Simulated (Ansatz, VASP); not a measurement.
One calculation of RbWBr5, two programs

The input INCAR:

```
SYSTEM = RbWBr5
ALGO     = Normal         ! electronic algorithm
EDIFF    = 1E-6           ! SCF threshold, eV
ENCUT    = 520            ! plane-wave cutoff, eV
GGA      = PE             ! functional
ISIF     = 2              ! what is computed and relaxed
ISMEAR   = 0              ! smearing method
LASPH    = .True.         ! aspherical terms in the spheres
LCHARG   = .True.         ! write CHGCAR
LELF     = .True.         ! ELF
LREAL    = .False.        ! projectors in reciprocal space
LVHAR    = .True.       
LWAVE    = .False.        ! write WAVECAR
NBANDS   = 38             ! bands
NELM     = 80             ! most SCF steps
PREC     = Accurate       ! precision mode
SIGMA    = 0.1            ! smearing width, eV
```

The input KPOINTS:

```
k-points
0
Gamma
  4 4 2
  0 0 0
```

File POSCAR:

```
RbWBr5
1.0
    5.1677745500      0.0000000000      0.0000000000
    0.0000000000      5.1677745500      0.0000000000
    0.0000000000      0.0000000000      8.2828633700
Rb W Br
1 1 5
Direct
    0.0000000000      0.0000000000      0.0000000000
    0.0000000000      0.0000000000      0.5000000000
    0.5000000000      0.5000000000      0.0000000000
    0.5000000000      0.0000000000      0.6992847300
    0.0000000000      0.5000000000      0.3007152700
    0.5000000000      0.0000000000      0.3007152700
    0.0000000000      0.5000000000      0.6992847300
```

Input for Ansatz:

```yaml
crystal:
  lattice:
    - [5.16777455, 0.0, 0.0]
    - [0.0, 5.16777455, 0.0]
    - [0.0, 0.0, 8.28286337]
  atoms:
    - { symbol: Rb, position: [0.0, 0.0, 0.0] }
    - { symbol: W, position: [0.0, 0.0, 0.5] }
    - { symbol: Br, position: [0.5, 0.5, 0.0] }
    - { symbol: Br, position: [0.5, 0.0, 0.69928473] }
    - { symbol: Br, position: [0.0, 0.5, 0.30071527] }
    - { symbol: Br, position: [0.5, 0.0, 0.30071527] }
    - { symbol: Br, position: [0.0, 0.5, 0.69928473] }
basis:
  ecutwfc: 420
kpoints:
  mp_grid: { grid: [4, 4, 2] }
hamiltonian:
  xc: pbe
scf:
  occupations: { method: gaussian, width: 0.1 }
  lower_state_search: "off"
output:
  forces: true
  stress: true
  eigenvalues: true
```

Change from the starting cell: species swapped into the DyIn5Rh type (P4/mmm, No. 123).

Alike in both runs: task single point; functional PBE; k mesh 4 × 4 × 2; occupations gaussian, width 0.1 eV; no spin polarisation.

```csv
,VASP,Ansatz
version,VASP 6.6.1,Ansatz 0.2.0
potentials or method,"VASP PAW PBE potentials, release 64 (Rb_sv, W_sv, Br), cutoff 520 eV","scalar-relativistic, plane waves, PAW"
valence electrons in the cell,58,58
```

Ansatz gave:

- gap on the k mesh at the Fermi level (eV): none
- pressure (GPa): -5.9
- traceless stress, the component that is largest in VASP (GPa): 4.50
- rms of the force components (eV/Å): 0.502

Question: Estimate VASP's values.

Answer: gap on the k mesh at the Fermi level (eV): none; pressure (GPa): -5.9; traceless stress, the component that is largest in VASP (GPa): 4.50; rms of the force components (eV/Å): 0.501.

Atom by atom the forces differ by 0.001 eV/Å (rms over components). A gap of «none» marks a metal or a gap that the smearing closes.

The k mesh is coarse, so the values compare programs but aren't converged. Neither program's run includes spin-orbit coupling.
